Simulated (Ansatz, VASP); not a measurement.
Ca3Sn3N2: VASP beside Ansatz

```
CELL_PARAMETERS angstrom
3.67731 0.00000 0.00000
0.00000 3.67731 0.00000
0.00000 0.00000 13.24561
ATOMIC_POSITIONS crystal
Ca 0.00000 0.00000 0.00000
Ca 0.50000 0.50000 0.81388
Ca 0.50000 0.50000 0.18612
Sn 0.00000 0.00000 0.65554
Sn 0.00000 0.00000 0.34446
Sn 0.50000 0.50000 0.50000
N 0.00000 0.00000 0.81979
N 0.00000 0.00000 0.18021
```

Alike in both runs: task single point; functional PBE; k mesh 6 × 6 × 2; occupations gaussian, width 0.2 eV; no spin polarisation.

```csv
,VASP,Ansatz
version,VASP 6.6.1,Ansatz 0.2.0
potentials or method,"VASP PAW PBE potentials, release 64 (Ca_sv, Sn_d, N), cutoff 520 eV","scalar-relativistic, plane waves, PAW"
valence electrons in the cell,82,82
```

VASP gave:

| Property | Result |
| --- | --- |
| gap on the k mesh at the Fermi level (eV) | none |
| pressure (GPa) | -0.3 |
| traceless stress, the component that is largest in VASP (GPa) | 0.20 |
| rms of the force components (eV/Å) | 0.030 |

Problem. Which values does Ansatz return?

Solution. gap on the k mesh at the Fermi level (eV): none; pressure (GPa): -0.4; traceless stress, the component that is largest in VASP (GPa): 0.15; rms of the force components (eV/Å): 0.035.

Atom by atom the forces differ by 0.007 eV/Å (rms over components). A gap of «none» marks a metal or a gap that the smearing closes. With one functional, cell and mesh, what is left measures potentials, basis and numerics.
